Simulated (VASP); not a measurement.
# Sr (P6_3/mmc) in VASP: single point with r2SCAN

Aim: the single point of Sr with r2SCAN.

All numbers are computed with VASP 6.6.1; they aren't measurements. Logs are shortened: lines on timing, memory, paths and dates and some standing lists are left out, and cuts for length are marked.

### 1 The cell of the first run

It takes space group P6_3/mmc (No. 194, hexagonal). Conventional cell: a = 4.307 Å, b = 4.307 Å, c = 7.109 Å, α = 90.00°, β = 90.00°, γ = 120.00°. Within 5.6 Å of Sr (site symmetry -6m2) lie 12 Sr at 4.31 to 4.34 Å.

### 2 Single point, r2SCAN

POSCAR reads:

```
Sr
1.0
    4.3068162079      0.0000000000      0.0000000000
   -2.1534081040      3.7298122454      0.0000000000
    0.0000000000      0.0000000000      7.1091172910
Sr
2
Direct
    0.3333333333      0.6666666667      0.2500000000
    0.6666666667      0.3333333333      0.7500000000
```

INCAR.step1 reads:

```
PREC     = Accurate       # precision mode
ENCUT    = 520            # plane-wave cutoff, eV
ISMEAR   = 0              # smearing method
SIGMA    = 0.1            # smearing width, eV
LREAL    = False          # projectors in reciprocal space
LASPH    = True           # aspherical terms in the spheres
NELM     = 100            # most SCF steps
NBANDS   = 17             # bands
GGA      = PE             # functional
ALGO     = Normal         # electronic algorithm
EDIFF    = 1E-4           # SCF threshold, eV
LWAVE    = True           # write WAVECAR
LCHARG   = False          # write CHGCAR
```

INCAR.step2 reads:

```
PREC     = Accurate       # precision mode
ENCUT    = 520            # plane-wave cutoff, eV
EDIFF    = 1E-6           # SCF threshold, eV
ISMEAR   = 0              # smearing method
SIGMA    = 0.1            # smearing width, eV
LREAL    = False          # projectors in reciprocal space
LASPH    = True           # aspherical terms in the spheres
NELM     = 100            # most SCF steps
ALGO     = Normal         # electronic algorithm
ISIF     = 2              # what is computed and relaxed
LWAVE    = False          # write WAVECAR
LCHARG   = False          # write CHGCAR
METAGGA  = R2SCAN         # meta-GGA
LMIXTAU  = True         
NBANDS   = 17             # bands
ISTART   = 1
```

KPOINTS reads:

```
Automatic mesh
0
Gamma
  15 15 8
```

Potentials or basis: VASP PAW PBE potentials, release 64 (Sr_sv).

Command:

```sh
> cat potpaw_PBE.64/Sr_sv/POTCAR > POTCAR
> cp INCAR.step1 INCAR
> mpirun -np 1 vasp_std > vasp.out
> cp INCAR.step2 INCAR
> mpirun -np 1 vasp_std > vasp.out
```

OUTCAR:

```text
PREC = Accurate
   ENCUT = 520
   EDIFF = 1E-6
   ISMEAR = 0
   LREAL = False
   LASPH = True
   NELM = 100
   ISIF = 2
   METAGGA = R2SCAN
   ISTART = 1

 ion  position               nearest neighbor table
   1  0.333  0.667  0.250-   2 4.34   2 4.34   2 4.34   2 4.34   2 4.34   2 4.34
   2  0.667  0.333  0.750-   1 4.34   1 4.34   1 4.34   1 4.34   1 4.34   1 4.34

  LATTYP: Found a hexagonal cell.
 ALAT       =     4.3068162079
 C/A-ratio  =     1.6506665128

  Lattice vectors:

 A1 = (   4.3068162079,   0.0000000000,   0.0000000000)
 A2 = (  -2.1534081040,   3.7298122454,   0.0000000000)
 A3 = (   0.0000000000,   0.0000000000,   7.1091172910)

Analysis of symmetry for initial positions (statically):
=====================================================================
 Subroutine PRICEL returns:
 Original cell was already a primitive cell.

 Routine SETGRP: Setting up the symmetry group for a
 hexagonal supercell.

 Subroutine GETGRP returns: Found 24 space group operations
 (whereof 12 operations were pure point group operations)
 out of a pool of 24 trial point group operations.

The static configuration has the point symmetry D_3d.
 The point group associated with its full space group is D_6h.

Analysis of symmetry for dynamics (positions and initial velocities):
=====================================================================
 Subroutine PRICEL returns:
 Original cell was already a primitive cell.

 Routine SETGRP: Setting up the symmetry group for a
 hexagonal supercell.

 Subroutine GETGRP returns: Found 24 space group operations
 (whereof 12 operations were pure point group operations)
 out of a pool of 24 trial point group operations.

The dynamic configuration has the point symmetry D_3d.
 The point group associated with its full space group is D_6h.

 Subroutine INISYM returns: Found 24 space group operations
 (whereof 12 operations are pure point group operations),
 and found     1 'primitive' translations

----------------------------------------------------------------------------------------

                                     Primitive cell

  volume of cell :     114.1981

  direct lattice vectors                    reciprocal lattice vectors
     4.306816208  0.000000000  0.000000000     0.232190080  0.134055005  0.000000000
    -2.153408104  3.729812245  0.000000000     0.000000000  0.268110010  0.000000000
     0.000000000  0.000000000  7.109117291     0.000000000  0.000000000  0.140664440

  length of vectors
     4.306816208  4.306816208  7.109117291     0.268110010  0.268110010  0.140664440

  position of ions in fractional coordinates (direct lattice)
     0.333333333  0.666666667  0.250000000
     0.666666667  0.333333333  0.750000000

  ion indices of the primitive-cell ions
   primitive index   ion index
                 1           1
                 2           2

----------------------------------------------------------------------------------------

 KPOINTS: Automatic mesh

Automatic generation of k-mesh.
 Grid dimensions read from file:
 generate k-points for:   15   15    8

 Generating k-lattice:

  Cartesian coordinates                     Fractional coordinates (reciprocal lattice)
     0.015479339  0.008937000  0.000000000     0.066666667  0.000000000  0.000000000
     0.000000000  0.017874001  0.000000000     0.000000000  0.066666667  0.000000000
     0.000000000  0.000000000  0.017583055     0.000000000  0.000000000  0.125000000

  Length of vectors
     0.017874001  0.017874001  0.017583055

  Shift w.r.t. Gamma in fractional coordinates (k-lattice)
     0.000000000  0.000000000  0.000000000

 Subroutine IBZKPT returns following result:
 ===========================================

 Found    135 irreducible k-points:

 Following reciprocal coordinates:
            Coordinates               Weight
  0.000000  0.000000  0.000000      1.000000
  0.066667  0.000000  0.000000      6.000000
  0.133333  0.000000  0.000000      6.000000
  0.200000  0.000000  0.000000      6.000000
  0.266667  0.000000  0.000000      6.000000
  0.333333  0.000000  0.000000      6.000000
[... 16 lines left out ...]
  0.333333  0.200000  0.000000     12.000000
  0.400000  0.200000  0.000000      6.000000
 [... further k-points ...]
   k-points           NKPTS =    135   k-points in BZ     NKDIM =    135   number of bands    NBANDS=     17
   number of dos      NEDOS =    301   number of ions     NIONS =      2
   total plane-waves  NPLWV =  55296
   dimension x,y,z NGX =    32 NGY =   32 NGZ =   54
   dimension x,y,z NGXF=    64 NGYF=   64 NGZF=  108
   ions per type =               2
   NGX,Y,Z   is equivalent  to a cutoff of  12.35, 12.35, 12.63 a.u.
   NGXF,Y,Z  is equivalent  to a cutoff of  24.70, 24.70, 25.26 a.u.
 SYSTEM =  unknown system
   PREC   = accura    normal or accurate (medium, high low for compatibility)
   ISTART =      1    job   : 0-new  1-cont  2-samecut
   ICHARG =      0    charge: 1-file 2-atom 10-const
   ISPIN  =      1    spin polarized calculation?
   LNONCOLLINEAR =      F non collinear calculations
   LSORBIT =      F    spin-orbit coupling
   LASPH  =      T    aspherical Exc in radial PAW
   ENCUT  =  520.0 eV  38.22 Ry    6.18 a.u.   8.01  8.01 13.22*2*pi/ulx,y,z
   NELM   =    100;   NELMIN=  2; NELMDL=  0     # of ELM steps
   EDIFF  = 0.1E-05   stopping-criterion for ELM
   LREAL  =      F    real-space projection
   EDIFFG = 0.1E-04   stopping-criterion for IOM
   NSW    =      0    number of steps for IOM
   IBRION =     -1    ionic relax: 0-MD 1-quasi-New 2-CG
   NFREE  =      0    steps in history (QN), initial steepest desc. (CG)
   ISIF   =      2    stress and relaxation
   ISYM   =      2    0-nonsym 1-usesym 2-fastsym
   POTIM  = 0.5000    time-step for ionic-motion
   TEBEG  =    0.0;   TEEND  =   0.0 temperature during run
   PSTRESS=    0.0 pullay stress
   NELECT =      20.0000    total number of electrons
   NUPDOWN=      -1.0000    fix difference up-down
   EMIN   =  10.00;   EMAX   =-10.00  energy-range for DOS
   EFERMI =   0.00;   METHOD = LEGACY
   ISMEAR =     0;   SIGMA  =   0.10  broadening in eV -4-tet -1-fermi 0-gaus
   EFERMI_NEDOS =   21; number of points for ismear=-14 and -15
   IALGO  =     38    algorithm
   IMIX   =      4    mixing-type and parameters
     AMIX     =   0.40;   BMIX     =  1.00
     AMIX_MAG =   1.60;   BMIX_MAG =  1.00
  volume/ion in A,a.u.               =      57.10       385.32
  Fermi-wavevector in a.u.,A,eV,Ry     =   0.915936  1.730868 11.414457  0.838939
  Thomas-Fermi vector in A             =   2.040734
   LORBIT       =      0    0 simple, 1 ext, 2 COOP (PROOUT), +10 PAW based schemes
   METAGGA = R2SCAN    functional components
   LHFCALC =     F    Hartree Fock is set to
   AEXX    =    0.0000 exact exchange contribution
   IVDW    =     0    specifies the selected vdW correction
   LEPSILON=     F    determine dielectric tensor
   LRPA    =     F    only Hartree local field effects (RPA)
 non-spin polarized calculation
 Gauss-broadening in eV      SIGMA  =   0.10
  energy-cutoff  :      520.00
  volume of cell :      114.20
 maximum number of plane-waves:      3114
   NGX = 17   NGY = 17   NGZ = 27

 number of electron      20.0000000 magnetization

 Free energy of the ion-electron system (eV)
  ---------------------------------------------------
  ext. energy  EPLUGINS =         0.00000000
  ---------------------------------------------------
  free energy    TOTEN  =       -30.19714437 eV

  energy without entropy =      -30.18719777  energy(sigma->0) =      -30.19217107

 E-fermi :   1.5177     XC(G=0):  -7.6763

 val. band max:        1.5162827436   @ k =   0.2667   0.0667   0.0000
 cond. band min:       1.5355054882   @ k =   0.2667   0.1333   0.0000
 fundamental gap:      0.0192227446
 Fermi energy:         1.5176949063

 k-point     1 :       0.0000    0.0000    0.0000
  band No.  band energies     occupation
      1     -36.6117      2.00000
      2     -36.5996      2.00000
      3     -18.0444      2.00000
      4     -17.9020      2.00000
      5     -17.9020      2.00000
      6     -17.8790      2.00000
[... 9 lines left out ...]
     16       4.5079      0.00000
     17       5.0796      0.00000

 k-point     2 :       0.0667    0.0000    0.0000
  band No.  band energies     occupation
      1     -36.6112      2.00000
      2     -36.5993      2.00000
      3     -18.0418      2.00000
      4     -17.9081      2.00000
      5     -17.9039      2.00000
      6     -17.8853      2.00000
[... 9 lines left out ...]
     16       4.5700      0.00000
     17       4.9437      0.00000

 k-point     3 :       0.1333    0.0000    0.0000
  band No.  band energies     occupation
      1     -36.6098      2.00000
      2     -36.5986      2.00000
      3     -18.0343      2.00000
      4     -17.9254      2.00000
      5     -17.9092      2.00000
      6     -17.9031      2.00000
[... 9 lines left out ...]
     16       4.6015      0.00000
     17       4.7542      0.00000

 k-point     4 :       0.2000    0.0000    0.0000
  band No.  band energies     occupation
      1     -36.6076      2.00000
      2     -36.5975      2.00000
      3     -18.0227      2.00000
      4     -17.9510      2.00000
      5     -17.9288      2.00000
      6     -17.9168      2.00000
[... 9 lines left out ...]
     16       4.6048      0.00000
     17       4.6519      0.00000
[... 343 lines left out ...]
      1     -36.5997      2.00000
      2     -36.5948      2.00000
      3     -18.0128      2.00000
      4     -18.0003      2.00000
      5     -17.9730      2.00000
      6     -17.9527      2.00000
[... 9 lines left out ...]
     16       5.3630      0.00000
     17       5.5235      0.00000

 k-point    23 :       0.3333    0.2000    0.0000
  band No.  band energies     occupation
      1     -36.5980      2.00000
      2     -36.5948      2.00000
      3     -18.0249      2.00000
      4     -18.0030      2.00000
      5     -17.9651      2.00000
      6     -17.9596      2.00000
[... 9 lines left out ...]
     16       5.4392      0.00000
     17       5.7413      0.00000

 k-point    24 :       0.4000    0.2000    0.0000
  band No.  band energies     occupation
      1     -36.5973      2.00000
      2     -36.5948      2.00000
      3     -18.0291      2.00000
      4     -18.0031      2.00000
      5     -17.9704      2.00000
      6     -17.9531      2.00000
[... 9 lines left out ...]
     16       5.5641      0.00000
     17       5.7700      0.00000

 [... further k-points ...]
[... 5 lines left out ...]
  --------------------------------------------------------------------------------------
  -------------------------------------------------------------------------------------
  Total        0.0082015      0.0082015      0.0122458     -0.0000000      0.0000000     -0.0000000
  in kB        0.1150648      0.1150648      0.1718064     -0.0000000      0.0000000     -0.0000000
  external PRESSURE =       0.1339787 kB  Pullay stress =       0.0000000 kB

 VOLUME and BASIS-vectors are now :
 -----------------------------------------------------------------------------
  energy-cutoff  :      520.00
  volume of cell :      114.20
      direct lattice vectors                 reciprocal lattice vectors
     4.306816208  0.000000000  0.000000000     0.232190080  0.134055005  0.000000000
    -2.153408104  3.729812245  0.000000000     0.000000000  0.268110010  0.000000000
     0.000000000  0.000000000  7.109117291     0.000000000  0.000000000  0.140664440

 POSITION                                       TOTAL-FORCE (eV/Angst)
 -----------------------------------------------------------------------------------
     -0.00000      2.48654      1.77728        -0.000000      0.000000      0.000000
      2.15341      1.24327      5.33184         0.000000     -0.000000      0.000000
 -----------------------------------------------------------------------------------
    total drift:                               -0.000000      0.000000     -0.000000

  FREE ENERGIE OF THE ION-ELECTRON SYSTEM (eV)
  ---------------------------------------------------
  free  energy   TOTEN  =       -30.1971443717 eV

  energy  without entropy=      -30.1871977654  energy(sigma->0) =      -30.19217107
```

It took 6.8 min on 1 thread of Intel Xeon Platinum 8488C (Sapphire Rapids), shared host; peak memory 0.39 GiB.

What came out:

| Quantity | Value |
| --- | --- |
| Free energy | -30.1971 eV |
| Pressure | 0.0 GPa |
| Band gap on the k mesh | zero (band 10 reaches 1.69 eV, above the bottom of band 11 at 1.33 eV) |

Caveat: the PAW data sets were made with another functional, which shifts forces and pressure a little.
